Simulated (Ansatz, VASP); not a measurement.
## Zn3InN3 in VASP and in Ansatz

The input INCAR:

```
SYSTEM = Zn3InN3
PREC = Accurate
ENCUT = 520
EDIFF = 1E-6
ISMEAR = 0
SIGMA = 0.1
LREAL = .FALSE.
LASPH = .TRUE.
NELM = 150
ALGO = Normal
ISIF = 2
LWAVE = .FALSE.
LCHARG = .FALSE.
ISPIN = 2
MAGMOM = 0 0 0 0 1 1 1
LORBIT = 11
GGA = PE
NBANDS = 45
```

The input KPOINTS:

```
Automatic mesh
0
G
  4 4 4
  0 0 0
```

The input POSCAR:

```
Zn3InN3
1.0
    4.6690763600      0.0000000000      0.0000000000
    0.0000000000      4.6690763600      0.0000000000
    0.0000000000      0.0000000000      4.6690763600
Zn In N
3 1 3
Direct
    0.5000000000      0.5000000000      0.0000000000
    0.0000000000      0.5000000000      0.5000000000
    0.5000000000      0.0000000000      0.5000000000
    0.5000000000      0.5000000000      0.5000000000
    0.5000000000      0.0000000000      0.0000000000
    0.0000000000      0.5000000000      0.0000000000
    0.0000000000      0.0000000000      0.5000000000
```

Input for Ansatz:

```yaml
crystal:
  lattice:
    - [4.66907636, 0.0, 0.0]
    - [0.0, 4.66907636, 0.0]
    - [0.0, 0.0, 4.66907636]
  atoms:
    - { symbol: Zn, position: [0.5, 0.5, 0.0] }
    - { symbol: Zn, position: [0.0, 0.5, 0.5] }
    - { symbol: Zn, position: [0.5, 0.0, 0.5] }
    - { symbol: In, position: [0.5, 0.5, 0.5] }
    - { symbol: "N", position: [0.5, 0.0, 0.0], spin: 1.0 }
    - { symbol: "N", position: [0.0, 0.5, 0.0], spin: 1.0 }
    - { symbol: "N", position: [0.0, 0.0, 0.5], spin: 1.0 }
basis:
  ecutwfc: 420
kpoints:
  mp_grid: { grid: [4, 4, 4] }
hamiltonian:
  xc: pbe
scf:
  occupations: { method: gaussian, width: 0.1 }
  lower_state_search: "off"
output:
  forces: true
  stress: true
  eigenvalues: true
  populations: true
magnetization:
  spin_polarized: true
```

Change from the starting cell: species swapped into the Ce3GaBr3 type (Pm-3m, No. 221).

Alike in both runs: task single point; functional PBE; k mesh 4 × 4 × 4; occupations gaussian, width 0.1 eV; collinear spin.

|  | VASP | Ansatz |
| --- | --- | --- |
| version | VASP 6.6.1 | Ansatz 0.2.0 |
| potentials or method | VASP PAW PBE potentials, release 64 (Zn, In_d, N), cutoff 520 eV | scalar-relativistic, plane waves, PAW |
| valence electrons in the cell | 64 | 64 |

Ansatz gave:

| Item | Value |
| --- | --- |
| gap on the k mesh at the Fermi level (eV) | none |
| pressure (GPa) | 9.6 |
| net moment per atom (μB) | 0.40 |
| size of the moment on the site where the two differ most (μB) | 0.82 |

**Question.** Which values does VASP return?

**Answer.** gap on the k mesh at the Fermi level (eV): none; pressure (GPa): 10.0; net moment per atom (μB): 0.40; size of the moment on the site where the two differ most (μB): 0.66.

Site moments also hang on the region over which each program counts them. A gap of «none» marks a metal or a gap that the smearing closes. The functional is the same, so the differences come from potentials, cutoffs and numerics.
